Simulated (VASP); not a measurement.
## C: relaxation of cell and atoms with PBE

Crystal: C.

```
CELL_PARAMETERS angstrom
3.77912 0.00000 0.00000
0.00000 3.77912 0.00000
0.00000 0.00000 1.56585
ATOMIC_POSITIONS crystal
C 0.20704 0.50000 0.00000
C 0.79296 0.50000 0.00000
C 0.50000 0.20704 0.00000
C 0.50000 0.79296 0.00000
```

```json
{
  "Program": "VASP 6.6.1",
  "Task": "relaxation of cell and atoms",
  "Functional": "PBE",
  "Potentials or basis": "VASP PAW PBE potentials, release 64 (C_h)",
  "Cutoff": "910 eV",
  "k mesh": "4 × 4 × 10",
  "Occupations": "gaussian, width 0.1 eV",
  "Spin": "no spin polarisation",
  "Dipole correction": "no",
  "Second run": "hard_potentials",
  "Further INCAR settings": "ALGO = Normal; EDIFF = 1e-07; IBRION = 2; EDIFFG = -0.04; NSW = 90; ISIF = 3"
}
```

| Quantity | Value |
| --- | --- |
| Relaxed volume | 7.36 Å³/atom |
| Relaxed cell | a = 3.443 Å, b = 3.443 Å, c = 2.485 Å, α = 90.00°, β = 90.00°, γ = 90.00° |
| Space group after relaxing (to 0.05 Å) | P4/mmm (No. 123) |
| Energy gained by relaxing | 2036.3 meV/atom |
| Ionic steps | 13 |
| Pressure after relaxing | 0.3 GPa |
| Largest force after relaxing | 0.009 eV/Å |
| Band gap on the k mesh | zero (band 8 reaches 12.55 eV, above the bottom of band 9 at 3.95 eV) |

Forces in eV/Å, atoms in the order of the input:
```
C    0.009  0.000  0.000
C   -0.009  0.000  0.000
C    0.000  0.009  0.000
C    0.000 -0.009  0.000
```

Stress tensor (GPa, compression positive):
```
0.21 0.00 0.00
0.00 0.21 0.00
0.00 0.00 0.46
```

The path:
```tsv
step	energy change (eV)	largest force (eV/Å)	pressure (GPa)	volume (Å³)
1	0.0000	0.8462	115.86	22.36
2	-3.1447	1.5334	-65.91	36.97
3	-3.7964	1.0802	-33.59	30.21
4	-3.8111	1.1766	-49.61	32.67
5	-7.4592	4.3925	38.12	28.39
6	-8.0997	1.6800	0.54	29.51
7	-8.0981	1.5129	-2.15	29.60
8	-7.3798	7.7904	16.72	29.10
9	-8.1442	0.2400	-0.55	29.49
10	-8.1447	0.0353	-0.77	29.50
11	-8.1447	0.0724	-0.73	29.50
12	-8.1438	0.1013	2.03	29.37
13	-8.1453	0.0094	0.29	29.45
```

Final structure:
```
C
1.0
     3.44276    0.00000    0.00000
     0.00000    3.44276    0.00000
     0.00000    0.00000    2.48477
C
4
Direct
  0.20184 0.50000 0.00000
  0.79816 0.50000 0.00000
  0.50000 0.20184 0.00000
  0.50000 0.79816 0.00000
```

Levels at points of the mesh, in eV from the Fermi level:
| k point | band 4 | band 5 | band 6 | band 7 | band 8 | band 9 | band 10 | band 11 | band 12 |
| --- | --- | --- | --- | --- | --- | --- | --- | --- | --- |
| (0.00, 0.00, 0.00) | -10.77 | -10.77 | -3.99 | -3.34 | 4.69 | 5.32 | 5.32 | 6.45 | 7.50 |
| (0.50, 0.00, 0.00) | -9.34 | -7.20 | -5.99 | -2.00 | 0.82 | 3.81 | 6.56 | 7.64 | 8.71 |
| (0.50, 0.50, 0.00) | -10.09 | -4.44 | -4.44 | 0.32 | 0.93 | 0.93 | 6.63 | 7.00 | 9.83 |
| (0.00, 0.00, 0.50) | -10.61 | -9.32 | -9.32 | -3.25 | -1.29 | 0.66 | 0.66 | 7.17 | 7.17 |
| (0.50, 0.00, 0.50) | -9.02 | -7.86 | -6.19 | -6.07 | -5.29 | 1.04 | 3.12 | 6.25 | 10.54 |
| (0.50, 0.50, 0.50) | -8.73 | -6.55 | -5.69 | -5.69 | -3.88 | -3.88 | 6.13 | 7.91 | 9.32 |

Run time: 2.4 min on 1 thread of Intel(R) Xeon(R) Platinum 8488C (Sapphire Rapids) (shared host), peak memory 0.16 GiB.

Caveat: the k points lie up to 0.46 Å⁻¹ apart in the final cell; the cutoff is under 1.25 times the usual one of these potentials, so pressure, stress and relaxed cells hold a basis-set (Pulay) error; the volume moved by over 15 % at a fixed basis, so the end points are rough.
